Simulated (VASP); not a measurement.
**LaHfO: single point with PBE**

LaHfO:

```
CELL_PARAMETERS angstrom
4.03911 0.00000 0.00000
0.00000 4.03911 0.00000
0.00000 0.00000 8.80226
ATOMIC_POSITIONS crystal
La 0.00000 0.50000 0.85922
La 0.50000 0.00000 0.14078
Hf 0.50000 0.00000 0.54539
Hf 0.00000 0.50000 0.45461
O 0.00000 0.00000 0.00000
O 0.50000 0.50000 0.00000
```

The cell was generated, and may not be a known phase.

```json
{
  "Program": "VASP 6.6.1",
  "Task": "single point",
  "Functional": "PBE",
  "Potentials or basis": "VASP PAW PBE potentials, release 64 (La, Hf_pv, O)",
  "Cutoff": "520 eV",
  "k mesh": "4 × 4 × 4",
  "Occupations": "gaussian, width 0.1 eV",
  "Spin": "no spin polarisation"
}
```

| Item | Value |
| --- | --- |
| Pressure | -0.1 GPa |
| Largest force | 0.020 eV/Å |
| Band gap on the k mesh | zero (bands 27 and 28 overlap by 0.56 eV) |

Forces in eV/Å, atoms in the order of the input:
```
La   0.000  0.000  0.020
La   0.000  0.000 -0.020
Hf   0.000  0.000 -0.012
Hf   0.000  0.000  0.012
O    0.000  0.000  0.000
O    0.000  0.000  0.000
```

Stress tensor (GPa, compression positive):
```
-0.17  0.00  0.00
 0.00 -0.17  0.00
 0.00  0.00  0.20
```

Levels at points of the mesh, in eV from the Fermi level:
```csv
k point,band 23,band 24,band 25,band 26,band 27,band 28,band 29,band 30
"(0.00, 0.00, 0.00)",-3.61,-2.09,-0.90,-0.46,-0.38,0.45,0.85,0.85
"(0.50, 0.00, 0.00)",-2.66,-2.66,-0.86,-0.86,0.17,0.17,0.61,0.61
"(0.50, 0.50, 0.00)",-1.69,-1.69,-0.98,-0.98,0.16,0.16,0.32,0.32
"(0.00, 0.00, 0.50)",-3.60,-2.05,-1.37,-0.38,0.06,0.17,0.84,0.84
"(0.50, 0.00, 0.50)",-2.62,-2.62,-0.83,-0.83,0.14,0.14,0.51,0.51
"(0.50, 0.50, 0.50)",-1.81,-1.81,-1.01,-1.01,0.21,0.21,0.33,0.33
```

Wall time 62 s on 1 thread of Intel(R) Xeon(R) 6975P-C (Granite Rapids), on a shared host, peak memory 0.3 GiB.

Caveat: the k points lie up to 0.39 Å⁻¹ apart, too coarse for converged energies and pressures of a metal; spin-orbit coupling is left out, which moves the levels of the heavy elements.
